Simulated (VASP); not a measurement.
A run of VASP 6.6.1:

File INCAR:

```
  ALGO = Normal
  EDIFF = 1E-7
  ENCUT = 520
  ISIF = 2
  ISMEAR = -1
  ISPIN = 2
  LASPH = T
  LCHARG = T
  LELF = T
  LMAXMIX = 4
  LORBIT = 11
  LREAL = F
  LVHAR = T
  LWAVE = F
  MAGMOM = 1.7 1.7
  NBANDS = 20
  NELM = 150
  PREC = Accurate
  SIGMA = 0.08
```

The input KPOINTS:

```
k-points
0
Gamma
  19 19 19
```

Contents of POSCAR:

```
Co
1.0
   -2.1625079490      2.1625079490      1.1575837756
    2.1625079490     -2.1625079490      1.1575837756
    2.1625079490      2.1625079490     -1.1575837756
Co
2
Direct
   -0.3750000000     -0.1250000000     -0.2500000000
    0.3750000000      0.1250000000      0.2500000000
```

Potentials or basis: VASP PAW LDA potentials, release 64 (Co).

Launch:

```console
$ cat potpaw_LDA.64/Co/POTCAR > POTCAR
$ mpirun -np 1 vasp_std > vasp.out
```

Hardware: 1 thread of Intel(R) Xeon(R) 6975P-C (Granite Rapids), on a shared host.

**Question.** Estimate the wall time of this run.

**Answer.** Run time: 2.1 min on 1 thread of Intel(R) Xeon(R) 6975P-C (Granite Rapids), on a shared host, peak memory 0.4 GiB. Counts: scf iterations 13, k points 550.
